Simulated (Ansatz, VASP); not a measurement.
Be6Tl: VASP beside Ansatz

```
CELL_PARAMETERS angstrom
5.45237 -2.07693 0.00000
5.45237 2.07693 0.00000
-0.89088 0.00000 3.56082
ATOMIC_POSITIONS crystal
Be 0.40487 0.40487 0.34878
Be 0.61618 0.61618 0.37844
Be 0.80568 0.80568 0.46888
Be 0.21853 0.21853 0.42639
Be 0.48444 0.97705 0.93626
Be 0.97705 0.48444 0.93626
Tl 0.99292 0.99292 0.00498
```

Change from the starting cell: the structure that the rattled cell fell into.

Alike in both runs: task single point; functional PBE; k mesh 4 × 4 × 6; occupations gaussian, width 0.1 eV; no spin polarisation.

|  | VASP | Ansatz |
| --- | --- | --- |
| version | VASP 6.6.1 | Ansatz 0.2.0 |
| potentials or method | VASP PAW PBE potentials, release 64 (Be, Tl_d), cutoff 520 eV | scalar-relativistic, plane waves, PAW |
| valence electrons in the cell | 25 | 25 |

|  | VASP | Ansatz | Ansatz less VASP |
| --- | --- | --- | --- |
| gap on the k mesh at the Fermi level (eV) | none | none | - |
| pressure (GPa) | -0.1 | -0.1 | -0.05 |
| traceless stress, the component that is largest in VASP (GPa) | -1.81 | -1.81 | -0.008 |
| rms of the force components (eV/Å) | 0.020 | 0.018 | -0.0016 |

Atom by atom the forces differ by 0.005 eV/Å (rms over components). A gap of «none» marks a metal or a gap that the smearing closes.

The k mesh is coarse, so the values compare programs but aren't converged. Spin-orbit coupling is off throughout.
